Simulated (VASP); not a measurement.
# HfAg2Sn2 (I4/mmm) in VASP: further runs

The runs below take HfAg2Sn2 through relaxation of cell and atoms, single point, with PBE.

Everything below comes from runs of VASP 6.6.1. Logs are shortened: lines on timing, memory, paths and dates and some standing lists are left out, and cuts for length are marked.

### Step 1. The cell of the first run

Symmetry: I4/mmm, No. 139, tetragonal system. Conventional cell: a = 4.545 Å, b = 4.545 Å, c = 11.416 Å, α = 90.00°, β = 90.00°, γ = 90.00°. Within 4.6 Å of Hf (site symmetry 4/mmm) lie 10 Sn at 3.49 to 4.35 Å and 8 Ag at 3.65 Å and 4 Hf at 4.54 Å. Within 3.6 Å of Sn (site symmetry 4mm) lie 1 Sn at 2.72 Å and 4 Ag at 2.72 Å and 4 Hf at 3.49 Å. Ag (site symmetry -4m2) has 4 Sn at 2.72 Å and 4 Ag at 3.21 Å and 4 Hf at 3.65 Å within 3.7 Å.

### Step 2. Relaxation of cell and atoms, PBE

Contents of INCAR:

```
PREC = Accurate
ENCUT = 600
EDIFF = 1E-6
ISMEAR = -1
SIGMA = 0.1017
LREAL = False
LASPH = True
NELM = 80
ALGO = Normal
ISIF = 3
LWAVE = False
LCHARG = False
GGA = PE
IBRION = 2
NSW = 60
EDIFFG = -0.01
```

Contents of KPOINTS:

```
Automatic mesh
0
Gamma
  4 4 4
```

Contents of POSCAR:

```
HfAg2Sn2
1.0
    0.0000000000      4.5448830000      0.0000000000
    4.5448830000      0.0000000000      0.0000000000
    2.2724410000      2.2724410000     -5.7078670000
Hf Sn Ag
1 2 2
Direct
    0.0000000000      0.0000000000      0.0000000000
    0.3810000000      0.3810000000      0.2380000000
    0.6190000000      0.6190000000      0.7620000000
    0.7500000000      0.2500000000      0.5000000000
    0.2500000000      0.7500000000      0.5000000000
```

Potentials or basis: VASP PAW PBE potentials, release 64 (Hf_pv, Sn_d, Ag).

On the command line:

```sh
$ cat potpaw_PBE.64/Hf_pv/POTCAR potpaw_PBE.64/Sn_d/POTCAR potpaw_PBE.64/Ag/POTCAR > POTCAR
$ mpirun -np 1 vasp_std > vasp.out
```

OUTCAR:

```text
PREC = Accurate
   ENCUT = 600
   EDIFF = 1E-6
   ISMEAR = -1
   LREAL = False
   LASPH = True
   NELM = 80
   ISIF = 3
   GGA = PE
   IBRION = 2
   NSW = 60
   EDIFFG = -0.01

 ion  position               nearest neighbor table
   1  0.000  0.000  0.000-   2 3.49   3 3.49   3 3.49   3 3.49   2 3.49   2 3.49   3 3.49   2 3.49
                             5 3.65   4 3.65   5 3.65   4 3.65   4 3.65   5 3.65   5 3.65   4 3.65
   2  0.381  0.381  0.238-   3 2.72   4 2.72   5 2.72   5 2.72   4 2.72   1 3.49   1 3.49   1 3.49
                             1 3.49
   3  0.619  0.619  0.762-   2 2.72   4 2.72   5 2.72   4 2.72   5 2.72   1 3.49   1 3.49   1 3.49
                             1 3.49
   4  0.750  0.250  0.500-   2 2.72   3 2.72   2 2.72   3 2.72   5 3.21   5 3.21   5 3.21   5 3.21
                             1 3.65   1 3.65   1 3.65   1 3.65
   5  0.250  0.750  0.500-   2 2.72   3 2.72   2 2.72   3 2.72   4 3.21   4 3.21   4 3.21   4 3.21
                             1 3.65   1 3.65   1 3.65   1 3.65

  LATTYP: Found a body centered tetragonal cell.
 ALAT       =     4.5448830000
 C/A-ratio  =     2.5117773109

  Lattice vectors:

 A1 = (  -2.2724410000,   2.2724420000,   5.7078670000)
 A2 = (   2.2724420000,  -2.2724410000,   5.7078670000)
 A3 = (   2.2724410000,   2.2724410000,  -5.7078670000)

Analysis of symmetry for initial positions (statically):
=====================================================================
 Subroutine PRICEL returns:
 Original cell was already a primitive cell.

 Routine SETGRP: Setting up the symmetry group for a
 body centered tetragonal supercell.

 Subroutine GETGRP returns: Found 16 space group operations
 (whereof 16 operations were pure point group operations)
 out of a pool of 16 trial point group operations.

The static configuration has the point symmetry D_4h.

Analysis of symmetry for dynamics (positions and initial velocities):
=====================================================================
 Subroutine PRICEL returns:
 Original cell was already a primitive cell.

 Routine SETGRP: Setting up the symmetry group for a
 body centered tetragonal supercell.

 Subroutine GETGRP returns: Found 16 space group operations
 (whereof 16 operations were pure point group operations)
 out of a pool of 16 trial point group operations.

The dynamic configuration has the point symmetry D_4h.

 Subroutine INISYM returns: Found 16 space group operations
 (whereof 16 operations are pure point group operations),
 and found     1 'primitive' translations

----------------------------------------------------------------------------------------

                                     Primitive cell

  volume of cell :     117.9015

  direct lattice vectors                    reciprocal lattice vectors
     0.000000000  4.544883000  0.000000000     0.000000000  0.220027666  0.087598378
     4.544883000  0.000000000  0.000000000     0.220027666  0.000000000  0.087598378
     2.272441000  2.272441000 -5.707867000     0.000000000  0.000000000 -0.175196794

  length of vectors
     4.544883000  4.544883000  6.550398605     0.236824090  0.236824090  0.175196794

  position of ions in fractional coordinates (direct lattice)
     0.000000000  0.000000000  0.000000000
     0.381000000  0.381000000  0.238000000
     0.619000000  0.619000000  0.762000000
     0.750000000  0.250000000  0.500000000
     0.250000000  0.750000000  0.500000000

  ion indices of the primitive-cell ions
   primitive index   ion index
                 1           1
                 2           2
                 3           3
                 4           4
                 5           5

----------------------------------------------------------------------------------------

 KPOINTS: Automatic mesh

Automatic generation of k-mesh.
 Grid dimensions read from file:
 generate k-points for:    4    4    4

 Generating k-lattice:

  Cartesian coordinates                     Fractional coordinates (reciprocal lattice)
     0.000000000  0.055006917  0.021899594     0.250000000  0.000000000 -0.000000000
     0.055006917  0.000000000  0.021899594     0.000000000  0.250000000 -0.000000000
     0.000000000  0.000000000 -0.043799199     0.000000000  0.000000000  0.250000000

  Length of vectors
     0.059206023  0.059206023  0.043799199

  Shift w.r.t. Gamma in fractional coordinates (k-lattice)
     0.000000000  0.000000000  0.000000000

 Subroutine IBZKPT returns following result:
 ===========================================

 Found     13 irreducible k-points:

 Following reciprocal coordinates:
            Coordinates               Weight
  0.000000  0.000000  0.000000      1.000000
  0.250000  0.000000  0.000000      8.000000
  0.500000  0.000000  0.000000      4.000000
  0.250000  0.250000  0.000000      8.000000
  0.500000  0.250000  0.000000     16.000000
 -0.250000  0.250000  0.000000      4.000000
  0.500000  0.500000  0.000000      2.000000
  0.000000  0.000000  0.250000      2.000000
  0.500000  0.000000  0.250000      4.000000
 -0.250000  0.000000  0.250000      8.000000
  0.500000  0.500000  0.250000      2.000000
 -0.250000 -0.250000  0.250000      4.000000
  0.000000  0.000000  0.500000      1.000000
   k-points           NKPTS =     13   k-points in BZ     NKDIM =     13   number of bands    NBANDS=     36
   number of dos      NEDOS =    301   number of ions     NIONS =      5
   total plane-waves  NPLWV =  69984
   dimension x,y,z NGX =    36 NGY =   36 NGZ =   54
   dimension x,y,z NGXF=    72 NGYF=   72 NGZF=  108
   ions per type =               1   2   2
   NGX,Y,Z   is equivalent  to a cutoff of  13.17, 13.17, 13.70 a.u.
   NGXF,Y,Z  is equivalent  to a cutoff of  26.34, 26.34, 27.41 a.u.
 SYSTEM =  unknown system
   PREC   = accura    normal or accurate (medium, high low for compatibility)
   ISTART =      0    job   : 0-new  1-cont  2-samecut
   ICHARG =      2    charge: 1-file 2-atom 10-const
   ISPIN  =      1    spin polarized calculation?
   LNONCOLLINEAR =      F non collinear calculations
   LSORBIT =      F    spin-orbit coupling
   LASPH  =      T    aspherical Exc in radial PAW
   ENCUT  =  600.0 eV  44.10 Ry    6.64 a.u.   9.08  9.08 13.08*2*pi/ulx,y,z
   NELM   =     80;   NELMIN=  2; NELMDL= -5     # of ELM steps
   EDIFF  = 0.1E-05   stopping-criterion for ELM
   LREAL  =      F    real-space projection
   EDIFFG = -.1E-01   stopping-criterion for IOM
   NSW    =     60    number of steps for IOM
   IBRION =      2    ionic relax: 0-MD 1-quasi-New 2-CG
   NFREE  =      1    steps in history (QN), initial steepest desc. (CG)
   ISIF   =      3    stress and relaxation
   ISYM   =      2    0-nonsym 1-usesym 2-fastsym
   POTIM  = 0.5000    time-step for ionic-motion
   TEBEG  =    0.0;   TEEND  =   0.0 temperature during run
   PSTRESS=    0.0 pullay stress
   NELECT =      60.0000    total number of electrons
   NUPDOWN=      -1.0000    fix difference up-down
   EMIN   =  10.00;   EMAX   =-10.00  energy-range for DOS
   EFERMI =   0.00;   METHOD = LEGACY
   ISMEAR =    -1;   SIGMA  =   0.10  broadening in eV -4-tet -1-fermi 0-gaus
   EFERMI_NEDOS =   21; number of points for ismear=-14 and -15
   IALGO  =     38    algorithm
   IMIX   =      4    mixing-type and parameters
     AMIX     =   0.40;   BMIX     =  1.00
     AMIX_MAG =   1.60;   BMIX_MAG =  1.00
  volume/ion in A,a.u.               =      23.58       159.13
  Fermi-wavevector in a.u.,A,eV,Ry     =   1.307030  2.469928 23.243199  1.708327
  Thomas-Fermi vector in A             =   2.437792
   LORBIT       =      0    0 simple, 1 ext, 2 COOP (PROOUT), +10 PAW based schemes
   GGA     = PE    functional components
   LHFCALC =     F    Hartree Fock is set to
   AEXX    =    0.0000 exact exchange contribution
   IVDW    =     0    specifies the selected vdW correction
   LEPSILON=     F    determine dielectric tensor
   LRPA    =     F    only Hartree local field effects (RPA)
 conjugate gradient relaxation of ions
 non-spin polarized calculation
  energy-cutoff  :      600.00
  volume of cell :      117.90
 maximum number of plane-waves:      3964
   NGX = 19   NGY = 19   NGZ = 27

--------------------------------------- Ionic step        1  -------------------------------------------

 number of electron      60.0000013 magnetization

 Free energy of the ion-electron system (eV)
  ---------------------------------------------------
  ext. energy  EPLUGINS =         0.00000000
  ---------------------------------------------------
  free energy    TOTEN  =       -21.43744815 eV

  energy without entropy =      -21.34125108  energy(sigma->0) =      -21.38934961

------------------------ aborting loop because EDIFF is reached ----------------------------------------

  FORCE on cell =-STRESS in cart. coord.  units (eV):
  Direction    XX          YY          ZZ          XY          YZ          ZX
  --------------------------------------------------------------------------------------
  -------------------------------------------------------------------------------------
  Total       -2.6596924     -2.6596924      1.4950490      0.0000000      0.0000001      0.0000001
  in kB      -36.1428787    -36.1428787     20.3163998      0.0000000      0.0000018      0.0000018
  external PRESSURE =     -17.3231192 kB  Pullay stress =       0.0000000 kB
[... 98 lines left out ...]
  FREE ENERGIE OF THE ION-ELECTRON SYSTEM (eV)
  ---------------------------------------------------
  free  energy   TOTEN  =       -21.7208592232 eV

  energy  without entropy=      -21.6566690475  energy(sigma->0) =      -21.68876414

[... ionic steps 4 to 42 ...]

--------------------------------------- Ionic step       43  -------------------------------------------

 number of electron      60.0000001 magnetization

------------------------ aborting loop because EDIFF is reached ----------------------------------------

  FORCE on cell =-STRESS in cart. coord.  units (eV):
  Direction    XX          YY          ZZ          XY          YZ          ZX
  --------------------------------------------------------------------------------------
  -------------------------------------------------------------------------------------
  Total        0.0366457      0.0366457      0.0211603      0.0000000      0.0000000      0.0000000
  in kB        0.5166649      0.5166649      0.2983376      0.0000000      0.0000000      0.0000000
  external PRESSURE =       0.4438891 kB  Pullay stress =       0.0000000 kB
[... 63 lines left out ...]
  energy  without entropy=      -22.3345106088  energy(sigma->0) =      -22.40702780

--------------------------------------- Ionic step       45  -------------------------------------------

 number of electron      60.0000002 magnetization

 Free energy of the ion-electron system (eV)
  ---------------------------------------------------
  ext. energy  EPLUGINS =         0.00000000
  ---------------------------------------------------
  free energy    TOTEN  =       -22.47955911 eV

  energy without entropy =      -22.33469393  energy(sigma->0) =      -22.40712652

 E-fermi :   7.3525     XC(G=0): -10.9562

 val. band max:        7.3331234074   @ k =   0.2500   0.2500   0.0000
 cond. band min:       7.3527271135   @ k =   0.5000   0.2500   0.0000
 fundamental gap:      0.0196037061
 Fermi energy:         7.3525259641

 k-point     1 :       0.0000    0.0000    0.0000
  band No.  band energies     occupation
      1     -24.4190      2.00000
      2     -24.2022      2.00000
      3     -24.2022      2.00000
      4     -13.9294      2.00000
      5     -13.8833      2.00000
      6     -13.8833      2.00000
[... 528 lines left out ...]
  FREE ENERGIE OF THE ION-ELECTRON SYSTEM (eV)
  ---------------------------------------------------
  free  energy   TOTEN  =       -22.4795591136 eV

  energy  without entropy=      -22.3346939289  energy(sigma->0) =      -22.40712652

 reached required accuracy - stopping structural energy minimisation
```

Run time: 34 min. Hardware: 1 thread of AMD EPYC 9R45 (Zen 5), shared host; peak memory 0.27 GiB.

What came out:

```yaml
Free_energy: -22.4796 eV
Relaxed_volume: 22.73 Å³/atom
Relaxed_cell: a = 3.768 Å, b = 3.768 Å, c = 8.435 Å, α = 77.09°, β = 77.09°, γ = 90.00°
Space_group_after_relaxing_to_0.1_Å: I4/mmm (No. 139)
Energy_gained_by_relaxing: 208.4 meV/atom
Ionic_steps: 45
Pressure_after_relaxing: 0.0 GPa
Largest_force_after_relaxing: 0.008 eV/Å
Band_gap_on_the_k_mesh: zero (bands 30 and 31 overlap by 0.90 eV)
```

Forces on the atoms (eV/Å):
```
Hf   0.000  0.000  0.000
Sn   0.000  0.000 -0.008
Sn   0.000  0.000  0.008
Ag   0.000  0.000  0.000
Ag   0.000  0.000  0.000
```

Step by step:
```tsv
step	energy change (eV)	largest force (eV/Å)	pressure (GPa)	volume (Å³)
1	0.0000	0.4924	-1.73	117.90
3	-0.2834	1.2235	11.35	100.42
5	-0.4019	0.9929	6.10	105.27
7	-0.7198	0.3114	7.09	103.02
9	-0.7304	0.2603	8.58	101.64
11	-0.9779	0.2716	0.69	110.30
13	-0.9815	0.2701	-0.22	111.67
15	-0.9902	0.0373	-0.05	111.57
17	-0.9919	0.0958	0.02	111.52
19	-1.0031	0.0420	0.55	111.21
21	-0.9392	0.6064	3.96	109.25
23	-1.0130	0.1574	1.55	110.63
25	-1.0159	0.1930	1.54	110.87
27	-1.0192	0.2367	1.35	111.38
29	-1.0292	0.1832	0.09	113.16
31	-1.0301	0.1633	-0.12	113.52
33	-1.0340	0.0867	-0.07	113.35
35	-1.0366	0.0086	0.05	113.21
37	-1.0412	0.0162	-0.18	113.87
39	-1.0417	0.0120	-0.25	114.01
41	-1.0421	0.0133	0.01	113.67
43	-1.0421	0.0129	0.04	113.64
45	-1.0421	0.0077	0.02	113.64
```

Final structure:
```cif
data_structure
_symmetry_space_group_name_H-M 'P 1'
_symmetry_Int_Tables_number 1
_cell_length_a 3.7684
_cell_length_b 3.7684
_cell_length_c 8.4346
_cell_angle_alpha 77.092
_cell_angle_beta 77.092
_cell_angle_gamma 90.000
_cell_volume 113.64
loop_
_atom_site_label
_atom_site_type_symbol
_atom_site_fract_x
_atom_site_fract_y
_atom_site_fract_z
_atom_site_occupancy
Hf1 Hf 0.00000 0.00000 0.00000 1
Sn1 Sn 0.39720 0.39720 0.20560 1
Sn2 Sn 0.60280 0.60280 0.79440 1
Ag1 Ag 0.75000 0.25000 0.50000 1
Ag2 Ag 0.25000 0.75000 0.50000 1
```

Caveat: the k points lie up to 0.43 Å⁻¹ apart in the final cell, too coarse for converged energies and pressures of a metal; a cell axis changed by over 15 % at a fixed basis, so the end point is rough; spin-orbit coupling is left out, which moves the levels of the heavy elements.

### Step 3. Single point, PBE

Contents of INCAR:

```
SYSTEM = HfAg2Sn2
  PREC = Accurate
  ENCUT = 520
  EDIFF = 1E-7
  ISMEAR = -1
  SIGMA = 0.1017
  LREAL = .False.
  LASPH = .True.
  NELM = 80
  ALGO = Normal
  ISIF = 2
  LWAVE = .False.
  LCHARG = .True.
  GGA = PE
  LELF = .True.
  LVHAR = .True.
  NBANDS = 38
```

Contents of KPOINTS:

```
Automatic mesh
0
Gamma
  7 7 7
  0 0 0
```

Contents of POSCAR:

```
HfAg2Sn2
1.0
    0.0000000000      4.5448830000     -0.0000001991
    4.5448830000      0.0000000000     -0.0000001991
    2.2724412500      2.2724412500     -5.7078671991
Hf Sn Ag
1 2 2
Direct
    0.0000000000      0.0000000000      0.0000000000
    0.3828456698      0.3828456698      0.2343086603
    0.6171543302      0.6171543302      0.7656913397
    0.7500000000      0.2500000000      0.5000000000
    0.2500000000      0.7500000000      0.5000000000
```

Potentials or basis: VASP PAW PBE potentials, release 64 (Hf_pv, Sn_d, Ag).

On the command line:

```sh
$ cat potpaw_PBE.64/Hf_pv/POTCAR potpaw_PBE.64/Sn_d/POTCAR potpaw_PBE.64/Ag/POTCAR > POTCAR
$ mpirun -np 1 vasp_std > vasp.out
```

It took 2.7 min on 1 thread of Intel Xeon Platinum 8488C (Sapphire Rapids), shared host; peak memory 0.35 GiB.

Results (log left out):

```yaml
Free_energy: -21.4452 eV
Pressure: -2.1 GPa
Largest_force: 0.010 eV/Å
Band_gap_on_the_k_mesh: zero (bands 30 and 31 overlap by 0.73 eV)
```

Forces on the atoms (eV/Å):
```
Hf   0.000  0.000  0.000
Sn   0.000  0.000  0.010
Sn   0.000  0.000 -0.010
Ag   0.000  0.000  0.000
Ag   0.000  0.000  0.000
```

Stress tensor (GPa, compression positive):
```
-4.67  0.00  0.00
 0.00 -4.67  0.00
 0.00  0.00  2.94
```

Levels at points of the mesh, in eV from the Fermi level:
| k point | band 26 | band 27 | band 28 | band 29 | band 30 | band 31 | band 32 | band 33 | band 34 | band 35 |
| --- | --- | --- | --- | --- | --- | --- | --- | --- | --- | --- |
| (0.00, 0.00, 0.00) | -3.89 | -1.62 | -1.62 | -1.01 | 0.01 | 0.22 | 0.22 | 0.54 | 1.51 | 2.19 |

Caveat: spin-orbit coupling is left out, which moves the levels of the heavy elements.
